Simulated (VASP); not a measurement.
# ZnO (Fm-3m) in VASP: single point with r2SCAN

Aim: the single point of ZnO with r2SCAN.

Program: VASP 6.6.1. These are calculated values, not measurements. Logs are shortened: lines on timing, memory, paths and dates and some standing lists are left out, and cuts for length are marked.

## 1. The cell of the first run

It takes space group Fm-3m (No. 225, cubic). Conventional cell: a = 4.265 Å, b = 4.265 Å, c = 4.265 Å, α = 90.00°, β = 90.00°, γ = 90.00°. Within 2.8 Å of O (site symmetry m-3m) lie 6 Zn at 2.13 Å. Zn (site symmetry m-3m) has 6 O at 2.13 Å within 2.8 Å.

## 2. Single point, r2SCAN

Input file POSCAR:

```
ZnO
1.0
    8.5302410000      0.0000000000      0.0000000000
    0.0000000000      8.5302410000      0.0000000000
    0.0000000000      0.0000000000      8.5302410000
O Zn
32 32
Direct
    0.2500000000      0.0000000000      0.0000000000
    0.2500000000      0.0000000000      0.5000000000
    0.2500000000      0.5000000000      0.0000000000
    0.2500000000      0.5000000000      0.5000000000
    0.7500000000      0.0000000000      0.0000000000
    0.7500000000      0.0000000000      0.5000000000
    0.7500000000      0.5000000000      0.0000000000
    0.7500000000      0.5000000000      0.5000000000
    0.0000000000      0.2500000000      0.0000000000
    0.0000000000      0.2500000000      0.5000000000
    0.0000000000      0.7500000000      0.0000000000
    0.0000000000      0.7500000000      0.5000000000
    0.5000000000      0.2500000000      0.0000000000
    0.5000000000      0.2500000000      0.5000000000
    0.5000000000      0.7500000000      0.0000000000
    0.5000000000      0.7500000000      0.5000000000
    0.0000000000      0.0000000000      0.2500000000
    0.0000000000      0.0000000000      0.7500000000
    0.0000000000      0.5000000000      0.2500000000
    0.0000000000      0.5000000000      0.7500000000
    0.5000000000      0.0000000000      0.2500000000
    0.5000000000      0.0000000000      0.7500000000
    0.5000000000      0.5000000000      0.2500000000
    0.5000000000      0.5000000000      0.7500000000
    0.2500000000      0.2500000000      0.2500000000
    0.2500000000      0.2500000000      0.7500000000
    0.2500000000      0.7500000000      0.2500000000
    0.2500000000      0.7500000000      0.7500000000
    0.7500000000      0.2500000000      0.2500000000
    0.7500000000      0.2500000000      0.7500000000
    0.7500000000      0.7500000000      0.2500000000
    0.7500000000      0.7500000000      0.7500000000
    0.0000000000      0.0000000000      0.0000000000
    0.0000000000      0.0000000000      0.5000000000
    0.0000000000      0.5000000000      0.0000000000
    0.0000000000      0.5000000000      0.5000000000
    0.5000000000      0.0000000000      0.0000000000
    0.5000000000      0.0000000000      0.5000000000
    0.5000000000      0.5000000000      0.0000000000
    0.5000000000      0.5000000000      0.5000000000
    0.2500000000      0.2500000000      0.0000000000
    0.2500000000      0.2500000000      0.5000000000
    0.2500000000      0.7500000000      0.0000000000
    0.2500000000      0.7500000000      0.5000000000
    0.7500000000      0.2500000000      0.0000000000
    0.7500000000      0.2500000000      0.5000000000
    0.7500000000      0.7500000000      0.0000000000
    0.7500000000      0.7500000000      0.5000000000
    0.2500000000      0.0000000000      0.2500000000
    0.2500000000      0.0000000000      0.7500000000
    0.2500000000      0.5000000000      0.2500000000
    0.2500000000      0.5000000000      0.7500000000
    0.7500000000      0.0000000000      0.2500000000
    0.7500000000      0.0000000000      0.7500000000
    0.7500000000      0.5000000000      0.2500000000
    0.7500000000      0.5000000000      0.7500000000
    0.0000000000      0.2500000000      0.2500000000
    0.0000000000      0.2500000000      0.7500000000
    0.0000000000      0.7500000000      0.2500000000
    0.0000000000      0.7500000000      0.7500000000
    0.5000000000      0.2500000000      0.2500000000
    0.5000000000      0.2500000000      0.7500000000
    0.5000000000      0.7500000000      0.2500000000
    0.5000000000      0.7500000000      0.7500000000
```

Input file INCAR.step1:

```
SYSTEM = ZnO
PREC = Accurate
ENCUT = 520
ISMEAR = -1
SIGMA = 0.05
LREAL = Auto
LASPH = .TRUE.
NELM = 80
NBANDS = 326
GGA = PE
ALGO = Normal
EDIFF = 1E-4
LWAVE = .TRUE.
LCHARG = .FALSE.
```

Input file INCAR.step2:

```
SYSTEM = ZnO
PREC = Accurate
ENCUT = 520
EDIFF = 1E-7
ISMEAR = -1
SIGMA = 0.05
LREAL = Auto
LASPH = .TRUE.
NELM = 80
ALGO = Normal
ISIF = 2
LWAVE = .FALSE.
LCHARG = .FALSE.
METAGGA = R2SCAN
LMIXTAU = .TRUE.
NBANDS = 326
ISTART = 1
```

Input file KPOINTS:

```
Automatic mesh
0
G
  1 1 1
  0 0 0
```

Potentials or basis: VASP PAW PBE potentials, release 64 (O, Zn).

Started as:

```
cat potpaw_PBE.64/O/POTCAR potpaw_PBE.64/Zn/POTCAR > POTCAR
cp INCAR.step1 INCAR
mpirun -np 1 vasp_gam > vasp.out
cp INCAR.step2 INCAR
mpirun -np 1 vasp_gam > vasp.out
```

OUTCAR:

```text
SYSTEM = ZnO
   PREC = Accurate
   ENCUT = 520
   EDIFF = 1E-7
   ISMEAR = -1
   LREAL = Auto
   LASPH = .TRUE.
   NELM = 80
   ISIF = 2
   METAGGA = R2SCAN
   ISTART = 1

 ion  position               nearest neighbor table
   1  0.250  0.000  0.000-  33 2.13  37 2.13  41 2.13  43 2.13  49 2.13  50 2.13
   2  0.250  0.000  0.500-  34 2.13  38 2.13  42 2.13  44 2.13  49 2.13  50 2.13
   3  0.250  0.500  0.000-  35 2.13  39 2.13  41 2.13  43 2.13  51 2.13  52 2.13
   4  0.250  0.500  0.500-  36 2.13  40 2.13  42 2.13  44 2.13  51 2.13  52 2.13
   5  0.750  0.000  0.000-  33 2.13  37 2.13  45 2.13  47 2.13  53 2.13  54 2.13
   6  0.750  0.000  0.500-  34 2.13  38 2.13  46 2.13  48 2.13  53 2.13  54 2.13
[... 76 lines left out ...]
  58  0.000  0.250  0.750-   9 2.13  10 2.13  18 2.13  20 2.13  26 2.13  30 2.13  33 3.02  34 3.02
                            35 3.02  36 3.02  41 3.02  42 3.02  45 3.02  46 3.02  50 3.02  52 3.02
  59  0.000  0.750  0.250-  11 2.13  12 2.13  17 2.13  19 2.13  27 2.13  31 2.13  33 3.02  34 3.02
                            35 3.02  36 3.02  43 3.02  44 3.02  47 3.02  48 3.02  49 3.02  51 3.02
  60  0.000  0.750  0.750-  11 2.13  12 2.13  18 2.13  20 2.13  28 2.13  32 2.13  33 3.02  34 3.02
                            35 3.02  36 3.02  43 3.02  44 3.02  47 3.02  48 3.02  50 3.02  52 3.02
  61  0.500  0.250  0.250-  13 2.13  14 2.13  21 2.13  23 2.13  25 2.13  29 2.13  37 3.02  38 3.02
                            39 3.02  40 3.02  41 3.02  42 3.02  45 3.02  46 3.02  49 3.02  51 3.02
  62  0.500  0.250  0.750-  13 2.13  14 2.13  22 2.13  24 2.13  26 2.13  30 2.13  37 3.02  38 3.02
                            39 3.02  40 3.02  41 3.02  42 3.02  45 3.02  46 3.02  50 3.02  52 3.02
  63  0.500  0.750  0.250-  15 2.13  16 2.13  21 2.13  23 2.13  27 2.13  31 2.13  37 3.02  38 3.02
                            39 3.02  40 3.02  43 3.02  44 3.02  47 3.02  48 3.02  49 3.02  51 3.02
  64  0.500  0.750  0.750-  15 2.13  16 2.13  22 2.13  24 2.13  28 2.13  32 2.13  37 3.02  38 3.02
                            39 3.02  40 3.02  43 3.02  44 3.02  47 3.02  48 3.02  50 3.02  52 3.02

  LATTYP: Found a simple cubic cell.
 ALAT       =     8.5302410000

  Lattice vectors:

 A1 = (   8.5302410000,   0.0000000000,   0.0000000000)
 A2 = (   0.0000000000,   8.5302410000,   0.0000000000)
 A3 = (   0.0000000000,   0.0000000000,   8.5302410000)

Analysis of symmetry for initial positions (statically):
=====================================================================
 Subroutine PRICEL returns following result:

  LATTYP: Found a face centered cubic cell.
 ALAT       =     4.2651205000

  Lattice vectors:

 A1 = (   2.1325602500,  -2.1325602500,   0.0000000000)
 A2 = (   2.1325602500,   0.0000000000,   2.1325602500)
 A3 = (   0.0000000000,  -2.1325602500,   2.1325602500)

  32 primitive cells build up your supercell.

 Routine SETGRP: Setting up the symmetry group for a
 simple cubic supercell.

 Subroutine GETGRP returns: Found 48 space group operations
[... 5 lines left out ...]
Analysis of symmetry for dynamics (positions and initial velocities):
=====================================================================
 Subroutine PRICEL returns following result:

  LATTYP: Found a face centered cubic cell.
 ALAT       =     4.2651205000

  Lattice vectors:

 A1 = (   2.1325602500,  -2.1325602500,   0.0000000000)
 A2 = (   2.1325602500,   0.0000000000,   2.1325602500)
 A3 = (   0.0000000000,  -2.1325602500,   2.1325602500)

  32 primitive cells build up your supercell.

 Routine SETGRP: Setting up the symmetry group for a
 simple cubic supercell.

 Subroutine GETGRP returns: Found 48 space group operations
[... 5 lines left out ...]
 Subroutine INISYM returns: Found 48 space group operations
 (whereof 48 operations are pure point group operations),
 and found    32 'primitive' translations

----------------------------------------------------------------------------------------

                                     Primitive cell

  volume of cell :      19.3970

  direct lattice vectors                    reciprocal lattice vectors
     2.132560250 -2.132560250  0.000000000     0.234459964 -0.234459964 -0.234459964
     2.132560250  0.000000000  2.132560250     0.234459964  0.234459964  0.234459964
     0.000000000 -2.132560250  2.132560250    -0.234459964 -0.234459964  0.234459964

  length of vectors
     3.015895628  3.015895628  3.015895628     0.406096570  0.406096570  0.406096570

  position of ions in fractional coordinates (direct lattice)
     0.500000000  0.500000000  0.500000000
     0.000000000  0.000000000  0.000000000

  ion indices of the primitive-cell ions
   primitive index   ion index
                 1           1
                 2          33

----------------------------------------------------------------------------------------

 KPOINTS: Automatic mesh

Automatic generation of k-mesh.
 Grid dimensions read from file:
 generate k-points for:    1    1    1

 Generating k-lattice:

  Cartesian coordinates                     Fractional coordinates (reciprocal lattice)
     0.117229982  0.000000000  0.000000000     1.000000000  0.000000000  0.000000000
     0.000000000  0.117229982  0.000000000     0.000000000  1.000000000  0.000000000
     0.000000000  0.000000000  0.117229982     0.000000000  0.000000000  1.000000000

  Length of vectors
     0.117229982  0.117229982  0.117229982

  Shift w.r.t. Gamma in fractional coordinates (k-lattice)
     0.000000000  0.000000000  0.000000000

 Subroutine IBZKPT returns following result:
 ===========================================

 Found      1 irreducible k-points:

 Following reciprocal coordinates:
            Coordinates               Weight
  0.000000  0.000000  0.000000      1.000000
   k-points           NKPTS =      1   k-points in BZ     NKDIM =      1   number of bands    NBANDS=    326
   number of dos      NEDOS =    301   number of ions     NIONS =     64
   total plane-waves  NPLWV = 262144
   dimension x,y,z NGX =    64 NGY =   64 NGZ =   64
   dimension x,y,z NGXF=   128 NGYF=  128 NGZF=  128
   ions per type =              32  32
   NGX,Y,Z   is equivalent  to a cutoff of  12.47, 12.47, 12.47 a.u.
   NGXF,Y,Z  is equivalent  to a cutoff of  24.95, 24.95, 24.95 a.u.
 SYSTEM =  ZnO
   PREC   = accura    normal or accurate (medium, high low for compatibility)
   ISTART =      1    job   : 0-new  1-cont  2-samecut
   ICHARG =      0    charge: 1-file 2-atom 10-const
   ISPIN  =      1    spin polarized calculation?
   LNONCOLLINEAR =      F non collinear calculations
   LSORBIT =      F    spin-orbit coupling
   LASPH  =      T    aspherical Exc in radial PAW
   ENCUT  =  520.0 eV  38.22 Ry    6.18 a.u.  15.86 15.86 15.86*2*pi/ulx,y,z
   NELM   =     80;   NELMIN=  2; NELMDL=  0     # of ELM steps
   EDIFF  = 0.1E-06   stopping-criterion for ELM
   LREAL  =      T    real-space projection
   EDIFFG = 0.1E-05   stopping-criterion for IOM
   NSW    =      0    number of steps for IOM
   IBRION =     -1    ionic relax: 0-MD 1-quasi-New 2-CG
   NFREE  =      0    steps in history (QN), initial steepest desc. (CG)
   ISIF   =      2    stress and relaxation
   ISYM   =      2    0-nonsym 1-usesym 2-fastsym
   POTIM  = 0.5000    time-step for ionic-motion
   TEBEG  =    0.0;   TEEND  =   0.0 temperature during run
   PSTRESS=    0.0 pullay stress
   NELECT =     576.0000    total number of electrons
   NUPDOWN=      -1.0000    fix difference up-down
   EMIN   =  10.00;   EMAX   =-10.00  energy-range for DOS
[... 5 lines left out ...]
     AMIX     =   0.40;   BMIX     =  1.00
     AMIX_MAG =   1.60;   BMIX_MAG =  1.00
  volume/ion in A,a.u.               =       9.70        65.45
  Fermi-wavevector in a.u.,A,eV,Ry     =   1.596814  3.017541 34.692343  2.549815
  Thomas-Fermi vector in A             =   2.694518
   LORBIT       =      0    0 simple, 1 ext, 2 COOP (PROOUT), +10 PAW based schemes
   METAGGA = R2SCAN    functional components
   LHFCALC =     F    Hartree Fock is set to
   AEXX    =    0.0000 exact exchange contribution
   IVDW    =     0    specifies the selected vdW correction
   LEPSILON=     F    determine dielectric tensor
   LRPA    =     F    only Hartree local field effects (RPA)
 non-spin polarized calculation
  energy-cutoff  :      520.00
  volume of cell :      620.70
 maximum number of plane-waves:      8416
 NGX is ok and might be reduce to    64
   NGX = 31   NGY = 31   NGZ = 31

 number of electron     576.0001087 magnetization

 Free energy of the ion-electron system (eV)
  ---------------------------------------------------
  ext. energy  EPLUGINS =         0.00000000
  ---------------------------------------------------
  free energy    TOTEN  =      -573.70495272 eV

  energy without entropy =     -573.70495074  energy(sigma->0) =     -573.70495173

 E-fermi :   3.3270     XC(G=0): -13.1317

 val. band max:        2.5011554303   @ k =   0.0000   0.0000   0.0000
 cond. band min:       4.0435185608   @ k =   0.0000   0.0000   0.0000
 fundamental gap:      1.5423631305
 Fermi energy:         3.3269965060

 k-point     1 :       0.0000    0.0000    0.0000
  band No.  band energies     occupation
      1     -17.1203      2.00000
      2     -16.3735      2.00000
      3     -16.3735      2.00000
      4     -16.3735      2.00000
      5     -16.3735      2.00000
      6     -16.3735      2.00000
[... 292 lines left out ...]
    299       8.6730      0.00000
    300       8.6730      0.00000
 [bands above 300 left out]

------------------------ aborting loop because EDIFF is reached ----------------------------------------

  FORCE on cell =-STRESS in cart. coord.  units (eV):
  Direction    XX          YY          ZZ          XY          YZ          ZX
  --------------------------------------------------------------------------------------
  -------------------------------------------------------------------------------------
  Total        8.0919623      8.0919623      8.0919623     -0.0000000      0.0000000      0.0000000
  in kB       20.8872147     20.8872147     20.8872147     -0.0000000      0.0000000      0.0000000
  external PRESSURE =      20.8872147 kB  Pullay stress =       0.0000000 kB

 VOLUME and BASIS-vectors are now :
 -----------------------------------------------------------------------------
  energy-cutoff  :      520.00
  volume of cell :      620.70
      direct lattice vectors                 reciprocal lattice vectors
     8.530241000  0.000000000  0.000000000     0.117229982  0.000000000  0.000000000
     0.000000000  8.530241000  0.000000000     0.000000000  0.117229982  0.000000000
     0.000000000  0.000000000  8.530241000     0.000000000  0.000000000  0.117229982

 POSITION                                       TOTAL-FORCE (eV/Angst)
 -----------------------------------------------------------------------------------
      2.13256      0.00000      0.00000        -0.000000     -0.000000      0.000000
      2.13256      0.00000      4.26512         0.000000     -0.000000      0.000000
      2.13256      4.26512      0.00000         0.000000      0.000000     -0.000000
      2.13256      4.26512      4.26512         0.000000     -0.000000      0.000000
      6.39768      0.00000      0.00000         0.000000      0.000000     -0.000000
      6.39768      0.00000      4.26512        -0.000000      0.000000      0.000000
[... 56 lines left out ...]
      4.26512      6.39768      2.13256        -0.000000     -0.000000     -0.000000
      4.26512      6.39768      6.39768        -0.000000     -0.000000     -0.000000
 -----------------------------------------------------------------------------------
    total drift:                                0.000000      0.000000      0.000000

  FREE ENERGIE OF THE ION-ELECTRON SYSTEM (eV)
  ---------------------------------------------------
  free  energy   TOTEN  =      -573.7049527210 eV

  energy  without entropy=     -573.7049507426  energy(sigma->0) =     -573.70495173
```

Run time: 19 min. Hardware: 1 thread of Intel Xeon Platinum 8488C (Sapphire Rapids), shared host; peak memory 0.68 GiB.

Results:

| Item | Value |
| --- | --- |
| Free energy | -573.7050 eV |
| Pressure | 2.1 GPa |
| Band gap on the k mesh | 1.54 eV |

Levels at points of the mesh, in eV from the valence-band top:
| k point | band 285 | band 286 | band 287 | band 288 | band 289 | band 290 | band 291 | band 292 |
| --- | --- | --- | --- | --- | --- | --- | --- | --- |
| (0.00, 0.00, 0.00) | 0.00 | 0.00 | 0.00 | 0.00 | 1.54 | 5.01 | 5.01 | 5.01 |

Caveat: the k points lie up to 0.74 Å⁻¹ apart; the PAW data sets were made with another functional, which shifts forces and pressure a little. r2SCAN opens gaps a little over a GGA but as a rule still falls short of measured ones.
